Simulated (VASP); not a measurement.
Runs of VASP 6.6.1 on WS2. The structure is that of space group R3m (No. 160), or close to it. The cells are those of the table. 

| task | cell | cutoff (eV) | k mesh for the DOS | occupations for the DOS | gap on the mesh (eV) | pressure (GPa) | largest force (eV/Å) |
| --- | --- | --- | --- | --- | --- | --- | --- |
| single point | a = 6.237 Å, angles 29.1°, 3 atoms | 520 | - | - | 0.83 | (a) | 0.02 |
| relaxation of shape and atoms at fixed volume | relaxed from a = 5.936 Å, angles 30.0°, 3 atoms | 600 | - | - | (b) | 5.7 | - |
| single point | a = 6.560 Å, angles 27.8°, 3 atoms | 520 | - | - | 1.11 | -3.5 | 0.02 |
| single point | a = 6.367 Å, angles 28.6°, 3 atoms | 520 | - | - | 0.95 | -2.7 | 0.02 |

Alike in all rows: level PBEsol+D3(BJ); potentials or basis VASP PAW PBE potentials, release 64 (W_sv, S); no spin polarisation; k mesh 12 × 12 × 12; smearing gaussian 0.02 eV.

Problem. Fill in the values left out.

Solution. (a) -1.6; (b) 0.47.

Caveats: the PAW data sets were made with another functional, which shifts forces and pressure a little; spin-orbit coupling is left out, which moves the levels of the heavy elements.

A k mesh can miss the band edges, and the runs leave out spin-orbit coupling on W.
